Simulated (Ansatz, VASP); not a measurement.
**CsSnI3 in VASP and in Ansatz**

The input INCAR:

```
SYSTEM = CsSnI3
  PREC = Accurate
  ENCUT = 520
  EDIFF = 1E-6
  ISMEAR = 0
  SIGMA = 0.01
  LREAL = .False.
  LASPH = .True.
  NELM = 100
  ALGO = Normal
  ISIF = 2
  LWAVE = .False.
  LCHARG = .False.
  GGA = PE
  NBANDS = 30
```

Contents of KPOINTS:

```
Automatic mesh
0
Gamma
  8 8 8
  0 0 0
```

File POSCAR:

```
CsSnI3
1.0
    6.2057000000      0.0000000000      0.0000000000
    0.0000000000      6.2057000000      0.0000000000
    0.0000000000      0.0000000000      6.2057000000
Cs Sn I
1 1 3
Direct
    0.0000000000      0.0000000000      0.0000000000
    0.5000000000      0.5000000000      0.5000000000
    0.0000000000      0.5000000000      0.5000000000
    0.5000000000      0.0000000000      0.5000000000
    0.5000000000      0.5000000000      0.0000000000
```

Input for Ansatz:

```yaml
crystal:
  lattice:
    - [6.2057, 0.0, 0.0]
    - [0.0, 6.2057, 0.0]
    - [0.0, 0.0, 6.2057]
  atoms:
    - { symbol: Cs, position: [0.0, 0.0, 0.0] }
    - { symbol: Sn, position: [0.5, 0.5, 0.5] }
    - { symbol: I, position: [0.0, 0.5, 0.5] }
    - { symbol: I, position: [0.5, 0.0, 0.5] }
    - { symbol: I, position: [0.5, 0.5, 0.0] }
scf:
  occupations: { method: fixed }
output:
  forces: false
  stress: false
  eigenvalues: true
  eigenstates: { kpoints: [[0, 0, 0], [0.5, 0.5, 0.5]], e_range: [-3, 6] }
  write_density: true
  write_potential: true
  elf: true
  volumetric_format: npy
kpoints:
  mp_grid: { grid: [8, 8, 8] }
```

Alike in both runs: task single point; functional PBE; k mesh 8 × 8 × 8; no spin polarisation.

|  | VASP | Ansatz |
| --- | --- | --- |
| version | VASP 6.6.1 | Ansatz 0.2.0 |
| potentials or method | VASP PAW PBE potentials, release 64 (Cs_sv, Sn_d, I) | scalar-relativistic, plane waves, PAW |
| plane-wave cutoff (eV) | 520 | 420 |
| occupations | gaussian, width 0.01 eV | fixed |
| valence electrons in the cell | 44 | 74 |

```csv
,VASP,Ansatz,Ansatz less VASP
gap on the k mesh at the Fermi level (eV),0.31,0.32,+0.006
least direct gap on the mesh (eV),0.31,0.32,+0.006
```

VASP's potentials hold 44 valence electrons a cell and Ansatz's 74, so a difference there can come from the potentials and not from the codes.

Neither program's run includes spin-orbit coupling.
